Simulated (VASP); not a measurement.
Set up this calculation in VASP 6.6.1, as the native input.

* Task: single point
* Functional: BLYP
* Potentials or basis: VASP PAW PBE potentials, release 64 (Ni)
* Cutoff: 520 eV
* k mesh: 12 × 12 × 12
* Occupations: fermi-dirac, width 0.05 eV
* Spin: collinear spin, ferromagnetic start
* Starting moments: [0.824, 0.824] μB
* Dipole correction: no
* Further INCAR settings: ALGO = Normal; EDIFF = 1e-07; NBANDS = 21

The structure of Ni lies in POSCAR:

```
Ni
1.0
    0.0000000000      2.5948982934      2.5948982934
    2.5948982934      0.0000000000      2.5948982934
    2.5948982934      2.5948982934      0.0000000000
Ni
2
Direct
    0.1250000000      0.1250000000      0.1250000000
    0.8750000000      0.8750000000      0.8750000000
```

This isn't the form of Ni at room conditions, which is fcc.

One way to write it, as run:

INCAR

```
AGGAC = 1.0
AGGAX = 1.0
ALDAC = 0.0
ALDAX = 1.0
ALGO = Normal
EDIFF = 1E-7
ENCUT = 520
GGA = B5
ISIF = 2
ISMEAR = -1
ISPIN = 2
LASPH = T
LCHARG = F
LMAXMIX = 4
LORBIT = 11
LREAL = F
LWAVE = F
MAGMOM = 0.824 0.824
NBANDS = 21
NELM = 150
PREC = Accurate
SIGMA = 0.05
```

KPOINTS

```
k-points
0
Gamma
  12 12 12
```

Potentials or basis: VASP PAW PBE potentials, release 64 (Ni).

Run with:

```bash
$ cat potpaw_PBE.64/Ni/POTCAR > POTCAR
$ mpirun -np 1 vasp_std > vasp.out
```

It gave:

```
Pressure                                              : 0.0 GPa
Net moment                                            : 1.54 μB per cell
Site moments                                          : Ni +0.78 μB
Valence electrons inside the program's atomic spheres : Ni 9.19
```

Caveat: the PAW data sets were made with another functional, which shifts forces and pressure a little.

It took 2.3 min on 1 thread of Intel Xeon 8259CL (shared host), peak memory 0.22 GiB.
